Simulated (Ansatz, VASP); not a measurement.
## Two plane-wave programs on Be2H3

```xyz
10
Lattice="3.8935 -0.0015 -0.0018 1.8955 3.6055 -0.0026 1.8536 0.2515 5.5382" Properties=species:S:1:pos:R:3 pbc="T T T"
Be    5.5694    0.8809    5.4751
Be    5.4895    1.9490    3.5067
Be    3.5044    0.9214    4.1778
Be    1.5112    1.7389    0.9582
H     2.0424    2.9162    0.3729
H     2.0855    1.4566    2.2452
H     4.0426    2.0252    3.4608
H     2.2051    0.6464    0.0859
H     5.8872    3.3372    3.5673
H     4.0013    1.4778    1.0514
```

Change from the starting cell: the structure that the rattled cell fell into.

Alike in both runs: functional PBE; k mesh 8 × 8 × 6; occupations gaussian, width 0.02 eV; no spin polarisation.

Ansatz relaxed the structure, and its values are those at the end. VASP's run is a single point on that final structure, the one shown.

|  | VASP | Ansatz |
| --- | --- | --- |
| version | VASP 6.6.1 | Ansatz 0.2.0 |
| potentials or method | VASP PAW PBE potentials, release 64 (Be, H), cutoff 520 eV | scalar-relativistic, plane waves, PAW |
| valence electrons in the cell | 14 | 14 |

|  | VASP | Ansatz | Ansatz less VASP |
| --- | --- | --- | --- |
| gap on the k mesh at the Fermi level (eV) | 1.80 | 1.80 | +0.002 |
| least direct gap on the mesh (eV) | 2.10 | 2.10 | +0.002 |
| pressure (GPa) | -0.1 | 0.0 | +0.05 |
| rms of the force components (eV/Å) | 0.005 | 0.002 | -0.0031 |

With one functional, cell and mesh, what is left measures potentials, basis and numerics.
